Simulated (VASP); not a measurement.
Runs of VASP 6.6.1 on HfN. The structure is that of space group P6_3/mmc (No. 194), or close to it. The cells are those of the table. 

```csv
cell,gap on the mesh (eV),pressure (GPa)
"a = 3.128, b = 3.128, c = 5.553 Å, angles 90.0, 90.0, 120.0°, 4 atoms",none,-9.8
"a = 3.222, b = 3.222, c = 5.391 Å, angles 90.0, 90.0, 120.0°, 4 atoms",none,-16.5
"a = 3.222, b = 3.222, c = 5.310 Å, angles 90.0, 90.0, 120.0°, 4 atoms",none,-13.1
"a = 3.081, b = 3.081, c = 5.553 Å, angles 90.0, 90.0, 120.0°, 4 atoms",none,-1.9
"a = 3.222, b = 3.222, c = 5.229 Å, angles 90.0, 90.0, 120.0°, 4 atoms",none,-9.3
"a = 3.175, b = 3.175, c = 5.553 Å, angles 90.0, 90.0, 120.0°, 4 atoms",none,(c)
"a = 3.222, b = 3.222, c = 5.553 Å, angles 90.0, 90.0, 120.0°, 4 atoms",none,-22.4
"a = 3.128, b = 3.128, c = 5.472 Å, angles 90.0, 90.0, 120.0°, 4 atoms",none,-6.1
"a = 3.222, b = 3.222, c = 5.472 Å, angles 90.0, 90.0, 120.0°, 4 atoms",none,(a)
"a = 3.128, b = 3.128, c = 5.310 Å, angles 90.0, 90.0, 120.0°, 4 atoms",none,2.3
"a = 3.175, b = 3.175, c = 5.229 Å, angles 90.0, 90.0, 120.0°, 4 atoms",none,(b)
"a = 3.175, b = 3.175, c = 5.391 Å, angles 90.0, 90.0, 120.0°, 4 atoms",none,-9.8
```

Alike in all rows: task single point; level PBEsol; potentials or basis VASP PAW PBE potentials, release 64 (Hf_pv, N); no spin polarisation; k mesh 18 × 18 × 10; cutoff (eV) 520; smearing gaussian 0.15 eV.

Task: Estimate the missing entries.

Result: (a) -19.6; (b) -1.7; (c) -16.6.

Caveats: the PAW data sets were made with another functional, which shifts forces and pressure a little; spin-orbit coupling is left out, which moves the levels of the heavy elements; the cell stands under tension (at least some runs).

A k mesh can miss the band edges, and the runs leave out spin-orbit coupling on Hf.

A gap of «none» marks levels without a gap at the run's occupations.
